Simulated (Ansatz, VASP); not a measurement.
## Two plane-wave programs on Ta2N

File POSCAR:

```
Ta2N
1.0
    5.2965720514      0.0000000000      0.0000000000
   -2.6482860257      4.5869659495      0.0000000000
    0.0000000000      0.0000000000      4.9391825701
Ta N
6 3
Direct
    0.6663616700      0.6663616700      0.7536182600
    0.0000000000      0.3336383300      0.7536182600
    0.3336383300      0.0000000000      0.7536182600
    0.3336383300      0.3336383300      0.2463817400
    0.0000000000      0.6663616700      0.2463817400
    0.6663616700      0.0000000000      0.2463817400
    0.6666666700      0.3333333300      0.5000000000
    0.3333333300      0.6666666700      0.5000000000
    0.0000000000      0.0000000000      0.0000000000
```

INCAR.step1

```
PREC = Accurate ; ENCUT = 520
ISMEAR = 0 ; SIGMA = 0.1
LREAL = F ; LASPH = T
NELM = 80 ; NBANDS = 50
GGA = PE ; ALGO = Normal
EDIFF = 1E-4 ; LWAVE = T
LCHARG = F
```

File INCAR.step2:

```
PREC = Accurate ; ENCUT = 520
EDIFF = 1E-6 ; ISMEAR = 0
SIGMA = 0.1 ; LREAL = F
LASPH = T ; NELM = 80
ALGO = Normal ; ISIF = 2
LWAVE = F ; LCHARG = T
METAGGA = R2SCAN ; LMIXTAU = T
LELF = T ; LVHAR = T
NBANDS = 50 ; ISTART = 1
```

Contents of KPOINTS:

```
regular mesh
0
Gamma
  6 6 4
```

Input for Ansatz:

```yaml
crystal:
  lattice:
    - [5.2965720514, 0.0, 0.0]
    - [-2.6482860257, 4.5869659495, 0.0]
    - [0.0, 0.0, 4.9391825701]
  atoms:
    - { symbol: Ta, position: [0.66636167, 0.66636167, 0.75361826] }
    - { symbol: Ta, position: [0.0, 0.33363833, 0.75361826] }
    - { symbol: Ta, position: [0.33363833, 0.0, 0.75361826] }
    - { symbol: Ta, position: [0.33363833, 0.33363833, 0.24638174] }
    - { symbol: Ta, position: [0.0, 0.66636167, 0.24638174] }
    - { symbol: Ta, position: [0.66636167, 0.0, 0.24638174] }
    - { symbol: "N", position: [0.66666667, 0.33333333, 0.5] }
    - { symbol: "N", position: [0.33333333, 0.66666667, 0.5] }
    - { symbol: "N", position: [0.0, 0.0, 0.0] }
basis:
  ecutwfc: 500
kpoints:
  mp_grid: { grid: [6, 6, 4] }
hamiltonian:
  xc: r2scan
scf:
  occupations: { method: gaussian, width: 0.1 }
  lower_state_search: "off"
output:
  forces: true
  stress: true
  eigenvalues: true
```

Alike in both runs: task single point; functional r2SCAN; k mesh 6 × 6 × 4; occupations gaussian, width 0.1 eV; no spin polarisation.

|  | VASP | Ansatz |
| --- | --- | --- |
| version | VASP 6.6.1 | Ansatz 0.2.0 |
| potentials or method | VASP PAW PBE potentials, release 64 (Ta_pv, N), cutoff 520 eV | scalar-relativistic, plane waves, PAW |
| valence electrons in the cell | 81 | 93 |

Ansatz gave:

* gap on the k mesh at the Fermi level (eV): none
* pressure (GPa): -1.3
* traceless stress, the component that is largest in VASP (GPa): -0.33
* rms of the force components (eV/Å): 0.013

Task: What did VASP give for the same quantities?

Result: gap on the k mesh at the Fermi level (eV): none; pressure (GPa): -0.1; traceless stress, the component that is largest in VASP (GPa): -0.39; rms of the force components (eV/Å): 0.014.

VASP's potentials were made for PBE, not for r2SCAN. Atom by atom the forces differ by 0.011 eV/Å (rms over components). A gap of «none» marks a metal or a gap that the smearing closes. With one functional, cell and mesh, what is left measures potentials, basis and numerics. VASP's potentials hold 81 valence electrons a cell and Ansatz's 93, so a difference there can come from the potentials and not from the codes.

Spin-orbit coupling is off throughout.
